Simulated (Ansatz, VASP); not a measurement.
FeNi3 in VASP and in Ansatz

```xyz
4
Lattice="-1.7670 1.7670 3.5396 1.7670 -1.7670 3.5396 1.7670 1.7670 -3.5396" Properties=species:S:1:pos:R:3 pbc="T T T"
Fe    0.0000    0.0000    0.0000
Ni    0.0000    0.0000    3.5396
Ni    0.0000    1.7670    1.7698
Ni    1.7670    0.0000    1.7698
```

Alike in both runs: task single point; functional PBEsol; k mesh 9 × 9 × 9; occupations fermi-dirac, width 0.15 eV; collinear spin.

|  | VASP | Ansatz |
| --- | --- | --- |
| version | VASP 6.6.1 | Ansatz 0.2.0 |
| potentials or method | VASP PAW PBE potentials, release 64 (Fe, Ni), cutoff 520 eV | plane waves, PAW |
| valence electrons in the cell | 38 | 70 |

```tsv
	VASP	Ansatz	Ansatz less VASP
gap on the k mesh at the Fermi level (eV)	none	none	-
pressure (GPa)	-8.1	-8.2	-0.06
net moment per atom (μB)	1.12	1.13	+0.009
size of the moment on the site where the two differ most (μB)	0.58	0.63	+0.051
```

VASP's potentials were made for PBE, not for PBEsol. Site moments also hang on the region over which each program counts them. A gap of «none» marks a metal or a gap that the smearing closes. With one functional, cell and mesh, what is left measures potentials, basis and numerics. VASP's potentials hold 38 valence electrons a cell and Ansatz's 70, so a difference there can come from the potentials and not from the codes.
